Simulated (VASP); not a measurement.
## B17SN17 (a cell with a defect): single point with PBE

System: B17SN17 (a cell with a defect).

```
B N S
1.0
     7.46503    0.00000    0.00000
    -3.73252    6.46491    0.00000
     0.00000    0.00000    6.49548
B N S
17 17 1
Direct
  0.09326 0.21504 0.24861
  0.22787 0.11704 0.72507
  0.09278 0.54794 0.25245
  0.23455 0.45144 0.73943
  0.09283 0.88147 0.24851
  0.24146 0.78804 0.74866
  0.42706 0.21594 0.24048
  0.58610 0.11804 0.75471
  0.42701 0.54821 0.24152
  0.42673 0.88169 0.24436
  0.56907 0.77417 0.74875
  0.75987 0.21522 0.24972
  0.90163 0.10956 0.76585
  0.75956 0.54820 0.23991
  0.91034 0.45529 0.78759
  0.75992 0.88139 0.24945
  0.90307 0.77398 0.77483
  0.11926 0.22559 0.74236
  0.20376 0.10414 0.24272
  0.12984 0.56566 0.75489
  0.20382 0.43748 0.24732
  0.12928 0.89760 0.74696
  0.20390 0.77077 0.24858
  0.53723 0.10410 0.24083
  0.44793 0.55863 0.72462
  0.53715 0.43790 0.23329
  0.46460 0.89654 0.75090
  0.53742 0.77113 0.24422
  0.80145 0.22690 0.78612
  0.87062 0.10428 0.25429
  0.80663 0.56247 0.81686
  0.87037 0.43731 0.25628
  0.79201 0.88732 0.76338
  0.87061 0.77112 0.25207
  0.49854 0.29546 0.69363
```

```yaml
Program: VASP 6.6.1
Task: single point
Functional: PBE
Potentials_or_basis: VASP PAW PBE potentials, release 64 (B, N, S)
Cutoff: 520 eV
k_mesh: 1 × 1 × 1, shifted
Occupations: gaussian, width 0.01 eV
Spin: collinear spin
Fixed_moment: 1 μB
Dipole_correction: no
Charge: -1
Further_INCAR_settings: LREAL = Auto; ALGO = Normal; EDIFF = 1e-07; NBANDS = 98; NELECT = 143.0
```

```json
{"Largest force": "0.376 eV/Å", "Net moment": "1.00 μB per cell", "Site moments": "B +0.00, +0.01, -0.00, +0.03 (each value once); N +0.01, +0.00, +0.02, -0.00, +0.22, +0.15 (each value once); S +0.21 μB", "Valence electrons inside the program's atomic spheres": "B 2.22, 2.20, 2.21, 2.29, 2.19, 2.28, 2.27 (each value once); N 4.07, 4.05, 4.06, 4.02, 3.94, 3.95, 4.04 (each value once); S 3.77"}
```

Forces in eV/Å, atoms in the order of the input:
```
B   -0.177  0.119  0.005
B    0.110  0.163  0.044
B   -0.154  0.112  0.001
B    0.348  0.023 -0.054
B   -0.161  0.114  0.014
B    0.267 -0.070  0.018
B   -0.185  0.103 -0.034
B   -0.036 -0.186  0.009
B   -0.184  0.110  0.005
B   -0.170  0.094 -0.004
B    0.021 -0.273 -0.038
B   -0.189  0.095 -0.015
B    0.220 -0.070 -0.040
B   -0.206  0.104  0.023
B    0.269 -0.190 -0.062
B   -0.200  0.121  0.006
B   -0.061  0.174 -0.041
N   -0.154 -0.021  0.056
N    0.189 -0.109  0.020
N   -0.355  0.101  0.071
N    0.168 -0.115 -0.011
N   -0.096 -0.008  0.003
N    0.151 -0.096 -0.005
N    0.191 -0.088  0.014
N   -0.085  0.091 -0.012
N    0.188 -0.095  0.010
N   -0.184  0.175  0.000
N    0.170 -0.105 -0.001
N   -0.109  0.169  0.023
N    0.183 -0.123 -0.004
N    0.008 -0.070  0.010
N    0.182 -0.121 -0.004
N   -0.076  0.061  0.008
N    0.202 -0.120 -0.011
S   -0.084 -0.069 -0.005
```

Wall time 11 min on 1 thread of Intel(R) Xeon(R) Platinum 8488C (Sapphire Rapids), with other jobs on the host, peak memory 0.63 GiB.

Caveat: the k points lie up to 0.49 Å⁻¹ apart; the cell carries a net charge on a neutralising background, which shifts energy and pressure; the total moment is fixed, so each spin has its own Fermi level and the state may be an excited one.
